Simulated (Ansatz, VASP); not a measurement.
BN: VASP beside Ansatz

```
B N
1.0
     0.00000    1.77219    1.77219
     1.77219    0.00000    1.77219
     1.77219    1.77219    0.00000
B N
1 1
Direct
  0.00000 0.00000 0.00000
  0.25000 0.25000 0.25000
```

Alike in both runs: task single point; functional LDA; k mesh 12 × 12 × 12; occupations gaussian, width 0.02 eV; no spin polarisation.

```csv
,VASP,Ansatz
version,VASP 6.6.1,Ansatz 0.2.0
potentials or method,"VASP PAW LDA potentials, release 64 (B, N), cutoff 600 eV","scalar-relativistic, plane waves, PAW"
valence electrons in the cell,8,8
```

```csv
,VASP,Ansatz,Ansatz less VASP
gap on the k mesh at the Fermi level (eV),4.41,4.43,+0.017
least direct gap on the mesh (eV),8.96,8.98,+0.012
pressure (GPa),13.8,12.9,-0.89
```

LDA's correlation is that of Perdew and Zunger in VASP and of Perdew and Wang (1992) in Ansatz.
